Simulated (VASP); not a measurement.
Here is a VASP 6.6.1 calculation.

The input INCAR:

```
SYSTEM = SnSe2
ALGO = Normal ; EDIFF = 1E-6
ENCUT = 500 ; GGA = PE
GGA_COMPAT = .FALSE. ; ISIF = 2
ISMEAR = 0 ; IVDW = 12
LASPH = .TRUE. ; LCHARG = .TRUE.
LELF = .TRUE. ; LREAL = .FALSE.
LVHAR = .TRUE. ; LWAVE = .FALSE.
NBANDS = 20 ; NELM = 120
PREC = Accurate ; SIGMA = 0.02
```

Contents of KPOINTS:

```
k-points
0
G
  12 12 6
  0 0 0
```

Contents of POSCAR:

```
SnSe2
1.0
    3.8110000000      0.0000000000      0.0000000000
   -1.9055000000      3.3004228138      0.0000000000
    0.0000000000      0.0000000000      6.1360000000
Sn Se
1 2
Direct
    0.0000000000      0.0000000000      0.0000000000
    0.3333333333      0.6666666667      0.2615727284
    0.6666666667      0.3333333333      0.7384272716
```

Potentials or basis: VASP PAW PBE potentials, release 64 (Sn_d, Se).

Launch:

```bash
$ cat potpaw_PBE.64/Sn_d/POTCAR potpaw_PBE.64/Se/POTCAR > POTCAR
$ mpirun -np 1 vasp_std > vasp.out
```

Q: What does it give for the largest force?

A: 0.017 eV/Å.

Q: Predict the pressure.

A: 0.4 GPa.

Q: What does it give for the band gap on the k mesh?

A: 0.49 eV, indirect (least direct gap 1.08 eV).

Q: Estimate the dispersion energy per atom.

A: -0.361 eV.

Stress tensor (GPa, compression positive):
```
 0.74  0.00  0.00
 0.00  0.74  0.00
 0.00  0.00 -0.27
```

Caveat: spin-orbit coupling is left out, which moves the levels of the heavy elements. A k mesh can miss the band edges.
